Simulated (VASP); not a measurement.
# CaB15N16 (a cell with a defect) in VASP: notebook

CaB15N16 (a cell with a defect) is run at these levels: PBE, HSE06; tasks: single point.

Everything below comes from runs of VASP 6.6.1. Logs are shortened: lines on timing, memory, paths and dates and some standing lists are left out, and cuts for length are marked.

## 1. The cell of the first run

The cell holds a defect, 32 atoms: a = 6.277 Å, b = 6.277 Å, c = 6.277 Å, α = 109.47°, β = 109.47°, γ = 109.47°.

## 2. Single point, PBE

File INCAR:

```
ALGO     = Normal         # electronic algorithm
EDIFF    = 1E-7           # SCF threshold, eV
ENCUT    = 520            # plane-wave cutoff, eV
GGA      = PE             # functional
ISIF     = 2              # what is computed and relaxed
ISMEAR   = 0              # smearing method
LASPH    = T              # aspherical terms in the spheres
LCHARG   = T              # write CHGCAR
LELF     = T              # ELF
LREAL    = Auto         
LVHAR    = T            
LWAVE    = F              # write WAVECAR
NBANDS   = 90             # bands
NELECT   = 136.0        
NELM     = 100            # most SCF steps
PREC     = Accurate       # precision mode
SIGMA    = 0.01           # smearing width, eV
```

File KPOINTS:

```
Automatic mesh
0
Gamma
  1 1 1
  0.25 0.25 0.25
```

File POSCAR:

```
CaB15N16
1.0
   -3.6241103800      3.6241103800     -3.6241103800
    3.6241103800      3.6241103800      3.6241103800
    3.6241103800     -3.6241103800     -3.6241103800
B Ca N
15 1 16
Direct
   -0.0141637354     -0.0125396295     -0.0089982389
    0.0033262275      0.2513065613      0.7650534693
    0.0033220046      0.5151523593      0.5012099413
   -0.0141581593      0.7411015616      0.2373691088
    0.2496843312      0.0049444333      0.7650508651
    0.2496796617      0.5151509825      0.2548466968
    0.2496833132      0.7513077215      0.0012093178
    0.5135321599      0.0049429571      0.5012109426
    0.5135317229      0.2513044484      0.2548473370
    0.4960423742      0.4976660676      0.0114139540
    0.4960458626      0.7615143660      0.7475724841
    0.7394793232     -0.0125392093      0.2373643994
    0.7496838665      0.2513070396      0.0012084471
    0.7598932097      0.4976659661      0.7475728882
    0.7496826516      0.7513027967      0.5012067089
    0.2496956066      0.2513160741      0.5012007165
   -0.0628521146     -0.0612288754      0.1886738338
   -0.0058061339      0.2513055696      0.0079196148
    0.0118886882      0.5067982266      0.7567017639
   -0.0058052459      0.7580177922      0.5012102282
    0.2496847933     -0.0041840334      0.0079187358
    0.2496843229      0.2513054818      0.8137358977
    0.2496818580      0.5638490700      0.5012098472
    0.2496879918      0.7580213485      0.2457222576
    0.5051757971      0.0135085338      0.7567022192
    0.5622300246      0.2513043388      0.5012118206
    0.5051740717      0.5067929534      0.2634094507
    0.4874827798      0.7445951235     -0.0054992590
    0.7563978660     -0.0041872964      0.5012110253
    0.7563948295      0.2513053982      0.2457171326
    0.7429768047      0.4891050134     -0.0055005299
    0.7429695588      0.7445915384      0.7390050977
```

Potentials or basis: VASP PAW PBE potentials, release 64 (B, Ca_sv, N).

Run with:

```console
> cat potpaw_PBE.64/B/POTCAR potpaw_PBE.64/Ca_sv/POTCAR potpaw_PBE.64/N/POTCAR > POTCAR
> mpirun -np 1 vasp_std > vasp.out
```

OUTCAR:

```text
EDIFF = 1E-7
   ENCUT = 520
   GGA = PE
   ISIF = 2
   ISMEAR = 0
   LASPH = T
   LREAL = Auto
   NELECT = 136.0
   NELM = 100
   PREC = Accurate

 ion  position               nearest neighbor table
   1  0.986  0.987  0.991-  17 1.47  32 1.54  18 1.61  21 1.61  16 2.62
   2  0.003  0.251  0.765-  22 1.47  18 1.54  19 1.61  29 1.61  16 2.62
   3  0.003  0.515  0.501-  23 1.47  20 1.54  19 1.61  30 1.61  16 2.62
   4  0.986  0.741  0.237-  17 1.47  31 1.54  20 1.61  24 1.61  16 2.62
   5  0.250  0.005  0.765-  22 1.47  21 1.54  20 1.61  25 1.61  16 2.62
   6  0.250  0.515  0.255-  23 1.47  24 1.54  18 1.61  27 1.61  16 2.62
   7  0.250  0.751  0.001-  19 1.52  21 1.52  28 1.52  24 1.52
   8  0.514  0.005  0.501-  26 1.47  29 1.54  24 1.61  25 1.61  16 2.62
   9  0.514  0.251  0.255-  26 1.47  30 1.54  27 1.61  21 1.61  16 2.62
  10  0.496  0.498  0.011-  22 1.47  27 1.54  28 1.61  31 1.61  16 2.62
  11  0.496  0.762  0.748-  23 1.47  25 1.54  32 1.61  28 1.61  16 2.62
  12  0.739  0.987  0.237-  17 1.47  28 1.54  30 1.61  29 1.61  16 2.62
  13  0.750  0.251  0.001-  31 1.52  25 1.52  30 1.52  18 1.52
  14  0.760  0.498  0.748-  26 1.47  19 1.54  31 1.61  32 1.61  16 2.62
  15  0.750  0.751  0.501-  29 1.52  27 1.52  20 1.52  32 1.52
  16  0.250  0.251  0.501-  23 1.96  26 1.96  17 1.96  22 1.96   6 2.62   9 2.62  14 2.62  11 2.62
                             1 2.62   8 2.62   3 2.62  10 2.62   4 2.62  12 2.62   5 2.62   2 2.62
  17  0.937  0.939  0.189-  12 1.47   1 1.47   4 1.47  16 1.96
  18  0.994  0.251  0.008-  13 1.52   2 1.54   6 1.61   1 1.61
  19  0.012  0.507  0.757-   7 1.52  14 1.54   3 1.61   2 1.61
  20  0.994  0.758  0.501-  15 1.52   3 1.54   4 1.61   5 1.61
  21  0.250  0.996  0.008-   7 1.52   5 1.54   9 1.61   1 1.61
  22  0.250  0.251  0.814-   2 1.47  10 1.47   5 1.47  16 1.96
[... 8 lines left out ...]
  31  0.743  0.489  0.994-  13 1.52   4 1.54  14 1.61  10 1.61
  32  0.743  0.745  0.739-  15 1.52   1 1.54  11 1.61  14 1.61

  LATTYP: Found a body centered cubic cell.
 ALAT       =     7.2482207600

  Lattice vectors:

 A1 = (  -3.6241103800,   3.6241103800,  -3.6241103800)
 A2 = (   3.6241103800,   3.6241103800,   3.6241103800)
 A3 = (   3.6241103800,  -3.6241103800,  -3.6241103800)

Analysis of symmetry for initial positions (statically):
=====================================================================
 Subroutine PRICEL returns:
 Original cell was already a primitive cell.

 Routine SETGRP: Setting up the symmetry group for a
 body centered cubic supercell.

 Subroutine GETGRP returns: Found  2 space group operations
 (whereof  1 operations were pure point group operations)
 out of a pool of 48 trial point group operations.

The static configuration has the point symmetry C_1 .
 The point group associated with its full space group is C_1h.

Analysis of symmetry for dynamics (positions and initial velocities):
=====================================================================
 Subroutine PRICEL returns:
 Original cell was already a primitive cell.

 Routine SETGRP: Setting up the symmetry group for a
 body centered cubic supercell.

 Subroutine GETGRP returns: Found  2 space group operations
 (whereof  1 operations were pure point group operations)
 out of a pool of 48 trial point group operations.

The dynamic configuration has the point symmetry C_1 .
 The point group associated with its full space group is C_1h.

 Subroutine INISYM returns: Found  2 space group operations
 (whereof  1 operations are pure point group operations),
 and found     1 'primitive' translations

----------------------------------------------------------------------------------------

                                     Primitive cell

  volume of cell :     190.3988

  direct lattice vectors                    reciprocal lattice vectors
    -3.624110380  3.624110380 -3.624110380     0.000000000  0.137964893 -0.137964893
     3.624110380  3.624110380  3.624110380     0.137964893  0.137964893  0.000000000
     3.624110380 -3.624110380 -3.624110380     0.137964893  0.000000000 -0.137964893

  length of vectors
     6.277143310  6.277143310  6.277143310     0.195111823  0.195111823  0.195111823

  position of ions in fractional coordinates (direct lattice)
     0.985836265  0.987460371  0.991001761
     0.003326227  0.251306561  0.765053469
     0.003322005  0.515152359  0.501209941
     0.985841841  0.741101562  0.237369109
     0.249684331  0.004944433  0.765050865
     0.249679662  0.515150983  0.254846697
[... 24 lines left out ...]
     0.742976805  0.489105013  0.994499470
     0.742969559  0.744591538  0.739005098

  ion indices of the primitive-cell ions
   primitive index   ion index
                 1           1
                 2           2
                 3           3
                 4           4
                 5           5
                 6           6
[... 24 lines left out ...]
                31          31
                32          32

----------------------------------------------------------------------------------------

 KPOINTS: Automatic mesh

Automatic generation of k-mesh.
 Grid dimensions read from file:
 generate k-points for:    1    1    1

 Generating k-lattice:

  Cartesian coordinates                     Fractional coordinates (reciprocal lattice)
     0.000000000  0.137964893 -0.137964893     1.000000000  0.000000000  0.000000000
     0.137964893  0.137964893  0.000000000     0.000000000  1.000000000  0.000000000
     0.137964893  0.000000000 -0.137964893     0.000000000  0.000000000  1.000000000

  Length of vectors
     0.195111823  0.195111823  0.195111823

  Shift w.r.t. Gamma in fractional coordinates (k-lattice)
     0.250000000  0.250000000  0.250000000

 Subroutine IBZKPT returns following result:
 ===========================================

 Found      1 irreducible k-points:

 Following reciprocal coordinates:
            Coordinates               Weight
  0.250000  0.250000  0.250000      2.000000
   k-points           NKPTS =      1   k-points in BZ     NKDIM =      1   number of bands    NBANDS=     90
   number of dos      NEDOS =    301   number of ions     NIONS =     32
   total plane-waves  NPLWV = 110592
   dimension x,y,z NGX =    48 NGY =   48 NGZ =   48
   dimension x,y,z NGXF=    96 NGYF=   96 NGZF=   96
   ions per type =              15   1  16
   NGX,Y,Z   is equivalent  to a cutoff of  12.71, 12.71, 12.71 a.u.
   NGXF,Y,Z  is equivalent  to a cutoff of  25.42, 25.42, 25.42 a.u.
 SYSTEM =  unknown system
   PREC   = accura    normal or accurate (medium, high low for compatibility)
   ISTART =      0    job   : 0-new  1-cont  2-samecut
   ICHARG =      2    charge: 1-file 2-atom 10-const
   ISPIN  =      1    spin polarized calculation?
   LNONCOLLINEAR =      F non collinear calculations
   LSORBIT =      F    spin-orbit coupling
   LASPH  =      T    aspherical Exc in radial PAW
   ENCUT  =  520.0 eV  38.22 Ry    6.18 a.u.  11.67 11.67 11.67*2*pi/ulx,y,z
   NELM   =    100;   NELMIN=  2; NELMDL= -5     # of ELM steps
   EDIFF  = 0.1E-06   stopping-criterion for ELM
   LREAL  =      T    real-space projection
   EDIFFG = 0.1E-05   stopping-criterion for IOM
   NSW    =      0    number of steps for IOM
   IBRION =     -1    ionic relax: 0-MD 1-quasi-New 2-CG
   NFREE  =      0    steps in history (QN), initial steepest desc. (CG)
   ISIF   =      2    stress and relaxation
   ISYM   =      2    0-nonsym 1-usesym 2-fastsym
   POTIM  = 0.5000    time-step for ionic-motion
   TEBEG  =    0.0;   TEEND  =   0.0 temperature during run
   PSTRESS=    0.0 pullay stress
   NELECT =     136.0000    total number of electrons
   NUPDOWN=      -1.0000    fix difference up-down
   EMIN   =  10.00;   EMAX   =-10.00  energy-range for DOS
   EFERMI =   0.00;   METHOD = LEGACY
   ISMEAR =     0;   SIGMA  =   0.01  broadening in eV -4-tet -1-fermi 0-gaus
   EFERMI_NEDOS =   21; number of points for ismear=-14 and -15
   IALGO  =     38    algorithm
   IMIX   =      4    mixing-type and parameters
     AMIX     =   0.40;   BMIX     =  1.00
     AMIX_MAG =   1.60;   BMIX_MAG =  1.00
  volume/ion in A,a.u.               =       5.95        40.15
  Fermi-wavevector in a.u.,A,eV,Ry     =   1.463411  2.765446 29.137862  2.141572
  Thomas-Fermi vector in A             =   2.579509
   LORBIT       =      0    0 simple, 1 ext, 2 COOP (PROOUT), +10 PAW based schemes
   GGA     = PE    functional components
   LHFCALC =     F    Hartree Fock is set to
   AEXX    =    0.0000 exact exchange contribution
   IVDW    =     0    specifies the selected vdW correction
   LEPSILON=     F    determine dielectric tensor
   LRPA    =     F    only Hartree local field effects (RPA)
 non-spin polarized calculation
 Gauss-broadening in eV      SIGMA  =   0.01
  energy-cutoff  :      520.00
  volume of cell :      190.40
 maximum number of plane-waves:      5072
 NGX is ok and might be reduce to    48
   NGX = 23   NGY = 23   NGZ = 23

 number of electron     135.9999999 magnetization

 Free energy of the ion-electron system (eV)
  ---------------------------------------------------
  ext. energy  EPLUGINS =         0.00000000
  ---------------------------------------------------
  free energy    TOTEN  =      -254.24930776 eV

  energy without entropy =     -254.24930776  energy(sigma->0) =     -254.24930776

 E-fermi :   8.2050     XC(G=0): -12.9664

 val. band max:        8.1337609080   @ k =   0.2500   0.2500   0.2500
 cond. band min:      14.1573490448   @ k =   0.2500   0.2500   0.2500
 fundamental gap:      6.0235881367
 Fermi energy:         8.2049688489

 k-point     1 :       0.2500    0.2500    0.2500
  band No.  band energies     occupation
      1     -28.8390      2.00000
      2     -11.9585      2.00000
      3     -11.9583      2.00000
      4     -11.9582      2.00000
      5     -10.5758      2.00000
      6     -10.5757      2.00000
[... 72 lines left out ...]
     79      15.1503      0.00000
     80      15.7747      0.00000
 [bands above 80 left out]

------------------------ aborting loop because EDIFF is reached ----------------------------------------

  FORCE on cell =-STRESS in cart. coord.  units (eV):
  Direction    XX          YY          ZZ          XY          YZ          ZX
  --------------------------------------------------------------------------------------
  -------------------------------------------------------------------------------------
  Total       51.6495843     51.6522881     51.6495843      0.0027541     -0.0027541      0.0031360
  in kB      434.6234668    434.6462191    434.6234668      0.0231757     -0.0231757      0.0263886
  external PRESSURE =     434.6310509 kB  Pullay stress =       0.0000000 kB

 VOLUME and BASIS-vectors are now :
 -----------------------------------------------------------------------------
  energy-cutoff  :      520.00
  volume of cell :      190.40
      direct lattice vectors                 reciprocal lattice vectors
    -3.624110380  3.624110380 -3.624110380     0.000000000  0.137964893 -0.137964893
     3.624110380  3.624110380  3.624110380     0.137964893  0.137964893  0.000000000
     3.624110380 -3.624110380 -3.624110380     0.137964893  0.000000000 -0.137964893

 POSITION                                       TOTAL-FORCE (eV/Angst)
 -----------------------------------------------------------------------------------
      3.59739      3.55995     -3.58561        -0.005621      0.028259      0.005621
      3.67135     -1.84982     -1.87393         0.005504     -0.006028      0.026882
      3.67137      0.06257      0.03849         0.005719     -0.027448      0.006037
     -0.02671      5.39838     -1.74722        -0.005068     -0.005134     -0.027881
      1.88566     -1.84983     -3.65959        -0.026882     -0.006028     -0.005504
      1.88569      1.84824      0.03850        -0.027279      0.005781      0.005608
[... 24 lines left out ...]
      2.68412      0.86102     -4.52424         0.002340      0.002048      0.016635
      2.68411      2.71285     -2.67236         0.002331     -0.016703     -0.002331
 -----------------------------------------------------------------------------------
    total drift:                               -0.021469      0.001874     -0.017732

  FREE ENERGIE OF THE ION-ELECTRON SYSTEM (eV)
  ---------------------------------------------------
  free  energy   TOTEN  =      -254.2493077603 eV

  energy  without entropy=     -254.2493077603  energy(sigma->0) =     -254.24930776
```

It took 68 s on 1 thread of Intel Xeon Platinum 8488C (Sapphire Rapids), shared host; peak memory 0.32 GiB.

Results:

```
Free energy   : -254.2493 eV
Largest force : 0.082 eV/Å
```

Forces in eV/Å, atoms in the order of the input:
```
B   -0.006  0.028  0.006
B    0.006 -0.006  0.027
B    0.006 -0.027  0.006
B   -0.005 -0.005 -0.028
B   -0.027 -0.006 -0.006
B   -0.027  0.006  0.006
B   -0.001  0.000  0.001
B   -0.006 -0.027 -0.006
B   -0.006  0.006  0.027
B    0.006  0.028 -0.006
B    0.005  0.006 -0.028
B    0.028 -0.005  0.005
B   -0.001  0.000  0.001
B    0.028  0.006 -0.005
B    0.000  0.000  0.000
Ca   0.000 -0.001  0.000
N   -0.048 -0.048  0.048
N   -0.002  0.002 -0.017
N   -0.016 -0.002  0.002
N   -0.002  0.017 -0.002
N    0.017  0.002  0.002
N    0.047 -0.048 -0.047
N    0.047  0.047  0.048
N    0.017 -0.002 -0.002
N   -0.002 -0.002  0.016
N   -0.048  0.047 -0.047
N   -0.002 -0.017  0.002
N   -0.017  0.002 -0.002
N    0.002  0.017  0.002
N    0.002 -0.002 -0.017
N    0.002  0.002  0.017
N    0.002 -0.017 -0.002
```

Caveat: the k points lie up to 1.23 Å⁻¹ apart, too coarse for converged energies, forces and pressures; the cell carries a net charge on a neutralising background, which shifts energy and pressure; the cell is charged against a uniform background, so pressure and absolute levels hang on convention.

(Part 1 of 2 ends here.)
